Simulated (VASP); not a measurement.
# Tl2Pb (P6/mmm) in VASP: single point with PBE

Aim: the single point of Tl2Pb with PBE.

Everything below comes from runs of VASP 6.6.1. Logs are shortened: lines on timing, memory, paths and dates and some standing lists are left out, and cuts for length are marked.

### Step 1. The cell of the first run

Symmetry: P6/mmm, No. 191, hexagonal system. Conventional cell: a = 5.719 Å, b = 5.719 Å, c = 3.373 Å, α = 90.00°, β = 90.00°, γ = 120.00°. Within 4.3 Å of Tl (site symmetry -6m2) lie 5 Tl at 3.30 to 3.37 Å and 6 Pb at 3.71 Å. Within 4.4 Å of Pb (site symmetry 6/mmm) lie 2 Pb at 3.37 Å and 12 Tl at 3.71 Å.

### Step 2. Single point, PBE

INCAR reads:

```
SYSTEM = Tl2Pb
ALGO     = Fast           ! electronic algorithm
EDIFF    = 1E-7           ! SCF threshold, eV
ENCUT    = 520            ! plane-wave cutoff, eV
GGA      = PE             ! functional
ISIF     = 2              ! what is computed and relaxed
ISMEAR   = 0              ! smearing method
LASPH    = .TRUE.         ! aspherical terms in the spheres
LCHARG   = .FALSE.        ! write CHGCAR
LREAL    = .FALSE.        ! projectors in reciprocal space
LWAVE    = .FALSE.        ! write WAVECAR
NBANDS   = 27             ! bands
NELM     = 60             ! most SCF steps
PREC     = Accurate       ! precision mode
SIGMA    = 0.1            ! smearing width, eV
```

KPOINTS reads:

```
k-points
0
G
  12 12 14
  0 0 0
```

POSCAR reads:

```
Tl2Pb
1.0
    5.7192356370      0.0000000000      0.0000000000
   -2.8596178185      4.9530033519      0.0000000000
    0.0000000000      0.0000000000      3.3731324541
Tl Pb
2 1
Direct
    0.3333333333      0.6666666667      0.5000000000
    0.6666666667      0.3333333333      0.5000000000
    0.0000000000      0.0000000000      0.0000000000
```

Potentials or basis: VASP PAW PBE potentials, release 64 (Tl_d, Pb_d).

Started as:

```sh
cat potpaw_PBE.64/Tl_d/POTCAR potpaw_PBE.64/Pb_d/POTCAR > POTCAR
mpirun -np 1 vasp_std > vasp.out
```

OUTCAR:

```text
SYSTEM = Tl2Pb
   EDIFF = 1E-7
   ENCUT = 520
   GGA = PE
   ISIF = 2
   ISMEAR = 0
   LASPH = .TRUE.
   LREAL = .FALSE.
   NELM = 60
   PREC = Accurate

 ion  position               nearest neighbor table
   1  0.333  0.667  0.500-   2 3.30   2 3.30   2 3.30   3 3.71   3 3.71   3 3.71   3 3.71   3 3.71
                             3 3.71
   2  0.667  0.333  0.500-   1 3.30   1 3.30   1 3.30   3 3.71   3 3.71   3 3.71   3 3.71   3 3.71
                             3 3.71
   3  0.000  0.000  0.000-   1 3.71   2 3.71   1 3.71   2 3.71   2 3.71   2 3.71   1 3.71   1 3.71
                             2 3.71   2 3.71   1 3.71   1 3.71

  LATTYP: Found a hexagonal cell.
 ALAT       =     5.7192356370
 C/A-ratio  =     0.5897872842

  Lattice vectors:

 A1 = (   5.7192356370,   0.0000000000,   0.0000000000)
 A2 = (  -2.8596178185,   4.9530033519,   0.0000000000)
 A3 = (   0.0000000000,   0.0000000000,   3.3731324541)

Analysis of symmetry for initial positions (statically):
=====================================================================
 Subroutine PRICEL returns:
 Original cell was already a primitive cell.

 Routine SETGRP: Setting up the symmetry group for a
 hexagonal supercell.

 Subroutine GETGRP returns: Found 24 space group operations
 (whereof 24 operations were pure point group operations)
 out of a pool of 24 trial point group operations.

The static configuration has the point symmetry D_6h.

Analysis of symmetry for dynamics (positions and initial velocities):
=====================================================================
 Subroutine PRICEL returns:
 Original cell was already a primitive cell.

 Routine SETGRP: Setting up the symmetry group for a
 hexagonal supercell.

 Subroutine GETGRP returns: Found 24 space group operations
 (whereof 24 operations were pure point group operations)
 out of a pool of 24 trial point group operations.

The dynamic configuration has the point symmetry D_6h.

 Subroutine INISYM returns: Found 24 space group operations
 (whereof 24 operations are pure point group operations),
 and found     1 'primitive' translations

----------------------------------------------------------------------------------------

                                     Primitive cell

  volume of cell :      95.5520

[... 86 lines left out ...]
   LSORBIT =      F    spin-orbit coupling
   LASPH  =      T    aspherical Exc in radial PAW
   ENCUT  =  520.0 eV  38.22 Ry    6.18 a.u.  10.63 10.63  6.27*2*pi/ulx,y,z
   NELM   =     60;   NELMIN=  2; NELMDL= -5     # of ELM steps
   EDIFF  = 0.1E-06   stopping-criterion for ELM
   LREAL  =      F    real-space projection
   EDIFFG = 0.1E-05   stopping-criterion for IOM
   NSW    =      0    number of steps for IOM
   IBRION =     -1    ionic relax: 0-MD 1-quasi-New 2-CG
   NFREE  =      0    steps in history (QN), initial steepest desc. (CG)
   ISIF   =      2    stress and relaxation
   ISYM   =      2    0-nonsym 1-usesym 2-fastsym
   POTIM  = 0.5000    time-step for ionic-motion
   TEBEG  =    0.0;   TEEND  =   0.0 temperature during run
   PSTRESS=    0.0 pullay stress
   NELECT =      40.0000    total number of electrons
   NUPDOWN=      -1.0000    fix difference up-down
   EMIN   =  10.00;   EMAX   =-10.00  energy-range for DOS
   EFERMI =   0.00;   METHOD = LEGACY
   ISMEAR =     0;   SIGMA  =   0.10  broadening in eV -4-tet -1-fermi 0-gaus
   EFERMI_NEDOS =   21; number of points for ismear=-14 and -15
   IALGO  =     68    algorithm
   IMIX   =      4    mixing-type and parameters
     AMIX     =   0.40;   BMIX     =  1.00
     AMIX_MAG =   1.60;   BMIX_MAG =  1.00
  volume/ion in A,a.u.               =      31.85       214.94
  Fermi-wavevector in a.u.,A,eV,Ry     =   1.224658  2.314268 20.405844  1.499787
  Thomas-Fermi vector in A             =   2.359725
   LORBIT       =      0    0 simple, 1 ext, 2 COOP (PROOUT), +10 PAW based schemes
   GGA     = PE    functional components
   LHFCALC =     F    Hartree Fock is set to
   AEXX    =    0.0000 exact exchange contribution
   IVDW    =     0    specifies the selected vdW correction
   LEPSILON=     F    determine dielectric tensor
   LRPA    =     F    only Hartree local field effects (RPA)
 non-spin polarized calculation
 RMM-DIIS sequential band-by-band and
 Gauss-broadening in eV      SIGMA  =   0.10
  energy-cutoff  :      520.00
  volume of cell :       95.55
 maximum number of plane-waves:      2617
 NGX is ok and might be reduce to    48
   NGX = 21   NGY = 21   NGZ = 13

 number of electron      40.0000013 magnetization

 Free energy of the ion-electron system (eV)
  ---------------------------------------------------
  ext. energy  EPLUGINS =         0.00000000
  ---------------------------------------------------
  free energy    TOTEN  =        -7.91896051 eV

  energy without entropy =       -7.90873748  energy(sigma->0) =       -7.91384899

 E-fermi :   5.9645     XC(G=0):  -9.7591

 val. band max:        5.9495787925   @ k =   0.3333  -0.0000   0.4286
 cond. band min:       5.9709814098   @ k =   0.0833  -0.0000   0.1429
 fundamental gap:      0.0214026174
 Fermi energy:         5.9645206373

 k-point     1 :       0.0000    0.0000    0.0000
  band No.  band energies     occupation
      1     -11.1612      2.00000
      2     -10.9934      2.00000
      3     -10.9934      2.00000
      4     -10.9109      2.00000
      5     -10.9109      2.00000
      6      -5.9103      2.00000
[... 709 lines left out ...]
     26      12.6559      0.00000
     27      13.9097      0.00000

 [... further k-points ...]

------------------------ aborting loop because EDIFF is reached ----------------------------------------

  FORCE on cell =-STRESS in cart. coord.  units (eV):
  Direction    XX          YY          ZZ          XY          YZ          ZX
  --------------------------------------------------------------------------------------
  -------------------------------------------------------------------------------------
  Total       -0.0412791     -0.0412791     -0.0413195      0.0000000     -0.0000000      0.0000000
  in kB       -0.6921503     -0.6921503     -0.6928276      0.0000000     -0.0000000      0.0000000
  external PRESSURE =      -0.6923760 kB  Pullay stress =       0.0000000 kB

 VOLUME and BASIS-vectors are now :
 -----------------------------------------------------------------------------
  energy-cutoff  :      520.00
  volume of cell :       95.55
      direct lattice vectors                 reciprocal lattice vectors
     5.719235637  0.000000000  0.000000000     0.174848540  0.100948852  0.000000000
    -2.859617818  4.953003352  0.000000000     0.000000000  0.201897703  0.000000000
     0.000000000  0.000000000  3.373132454     0.000000000  0.000000000  0.296460342

 POSITION                                       TOTAL-FORCE (eV/Angst)
 -----------------------------------------------------------------------------------
     -0.00000      3.30200      1.68657         0.000000      0.000000      0.000000
      2.85962      1.65100      1.68657        -0.000000      0.000000      0.000000
      0.00000      0.00000      0.00000        -0.000000      0.000000      0.000000
 -----------------------------------------------------------------------------------
    total drift:                               -0.000000      0.000000     -0.000000

  FREE ENERGIE OF THE ION-ELECTRON SYSTEM (eV)
  ---------------------------------------------------
  free  energy   TOTEN  =        -7.9189605071 eV

  energy  without entropy=       -7.9087374804  energy(sigma->0) =       -7.91384899
```

OSZICAR:

```text
N       E                     dE             d eps       ncg     rms          rms(c)
DAV:   1     0.321391891142E+03    0.32139E+03   -0.20386E+04  8208   0.152E+03
DAV:   2     0.841905401546E+01   -0.31297E+03   -0.30485E+03  8342   0.380E+02
DAV:   3    -0.756091066674E+01   -0.15980E+02   -0.15792E+02  9907   0.954E+01
DAV:   4    -0.795877975856E+01   -0.39787E+00   -0.39729E+00  9350   0.150E+01
DAV:   5    -0.797371711636E+01   -0.14937E-01   -0.14937E-01 10434   0.305E+00    0.271E+00
RMM:   6    -0.792686376388E+01    0.46853E-01   -0.87208E-02  8656   0.211E+00    0.188E+00
RMM:   7    -0.791912996807E+01    0.77338E-02   -0.54666E-02  9140   0.168E+00    0.697E-01
RMM:   8    -0.791879041535E+01    0.33955E-03   -0.60183E-03  9519   0.821E-01    0.346E-02
RMM:   9    -0.791892915067E+01   -0.13874E-03   -0.16484E-03 11157   0.326E-01    0.222E-02
RMM:  10    -0.791895242326E+01   -0.23273E-04   -0.30981E-04 11058   0.163E-01    0.124E-02
RMM:  11    -0.791896000533E+01   -0.75821E-05   -0.82006E-05 11016   0.715E-02    0.679E-03
RMM:  12    -0.791896021671E+01   -0.21137E-06   -0.15396E-05 12074   0.363E-02    0.125E-03
RMM:  13    -0.791896044947E+01   -0.23276E-06   -0.42507E-06 10016   0.133E-02    0.576E-04
RMM:  14    -0.791896050707E+01   -0.57603E-07   -0.56468E-07  7090   0.589E-03
   1 F= -.79189605E+01 E0= -.79138490E+01  d E =-.102230E-01
```

stdout:

```text
POSCAR found type information on POSCAR TlPb
 POSCAR found :  2 types and       3 ions
 scaLAPACK will be used
 LDA part: xc-table for (Slater+PW92), standard interpolation
 POSCAR, INCAR and KPOINTS ok, starting setup
 FFT: planning ... GRIDC
 FFT: planning ... GRID_SOFT
 FFT: planning ... GRID
 WAVECAR not read
 entering main loop
```

Run time: 6.1 min. Hardware: 1 thread of Intel Xeon Platinum 8259CL at 2.50GHz (Skylake/Cascade Lake), shared host; peak memory 0.51 GiB.

What came out:

- Free energy: -7.9190 eV
- Pressure: -0.1 GPa
- Band gap on the k mesh: zero (bands 20 and 21 overlap by 3.17 eV)

Levels at points of the mesh, in eV from the Fermi level:
```csv
k point,band 16,band 17,band 18,band 19,band 20,band 21,band 22,band 23,band 24,band 25
"(0.00, 0.00, 0.00)",-10.34,-6.42,-4.58,-1.29,-1.29,-0.71,-0.71,4.33,8.23,8.57
"(0.50, 0.00, 0.00)",-9.37,-7.90,-5.95,-2.99,1.42,1.88,3.69,4.31,5.06,5.56
"(0.00, 0.00, 0.50)",-7.45,-6.49,-2.31,-0.99,-0.84,1.22,1.34,1.34,1.41,1.41
"(0.50, 0.00, 0.50)",-7.07,-5.30,-4.65,-2.32,-1.89,-0.14,0.42,1.12,4.45,4.55
```

Caveat: spin-orbit coupling is left out, which moves the levels of the heavy elements.
